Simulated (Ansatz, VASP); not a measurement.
Given: the input of a run of VASP 6.6.1 on In.

File INCAR:

```
ALGO = Normal
EDIFF = 1E-7
ENCUT = 520
GGA = PS
ISIF = 2
ISMEAR = -1
LASPH = T
LCHARG = F
LREAL = F
LWAVE = F
NBANDS = 12
NELM = 60
PREC = Accurate
SIGMA = 0.05
```

The input KPOINTS:

```
k-points
0
Gamma
  11 11 11
```

POSCAR

```
In
1.0
   -1.6035014962      1.6035014962      2.4402675233
    1.6035014962     -1.6035014962      2.4402675233
    1.6035014962      1.6035014962     -2.4402675233
In
1
Direct
    0.0000000000      0.0000000000      0.0000000000
```

Potentials or basis: VASP PAW PBE potentials, release 64 (In_d).

Launch:

```console
$ cat potpaw_PBE.64/In_d/POTCAR > POTCAR
$ mpirun -np 1 vasp_std > vasp.out
```

Task: Set up the same calculation for Ansatz 0.2.0. Potentials there: all-electron LAPW, scalar-relativistic.

Result: As run (the cutoff follows the program's own potentials):

input.yaml

```yaml
crystal:
  lattice:
    - [-1.6035014962, 1.6035014962, 2.4402675233]
    - [1.6035014962, -1.6035014962, 2.4402675233]
    - [1.6035014962, 1.6035014962, -2.4402675233]
  atoms:
    - { symbol: In, position: [0.0, 0.0, 0.0] }
kpoints:
  mp_grid: { grid: [11, 11, 11] }
scf:
  occupations: { method: fermi_dirac, width: 0.05 }
hamiltonian:
  xc: pbesol
  pseudopotentials: { kind: all_electron, lapw: { basis_error: 0.0005 } }
output:
  forces: true
  stress: true
  eigenvalues: true
```

Potentials or basis: all-electron LAPW, scalar-relativistic.

Launch:

```console
$ ansatz run input.yaml --threads 1 --pin off --max-ram 3072MiB --backend cpu --events-out ev --progress --plain --runs-dir out
```

Both were run:

|  | VASP | Ansatz | Ansatz less VASP |
| --- | --- | --- | --- |
| gap on the k mesh at the Fermi level (eV) | none | none | - |
| pressure (GPa) | 0.8 | 0.9 | +0.05 |
| traceless stress, the component that is largest in VASP (GPa) | -0.45 | -0.45 | +0.001 |

VASP's potentials were made for PBE, not for PBEsol. A gap of «none» marks a metal or a gap that the smearing closes. Ansatz ran all-electron here, and VASP with PAW potentials.
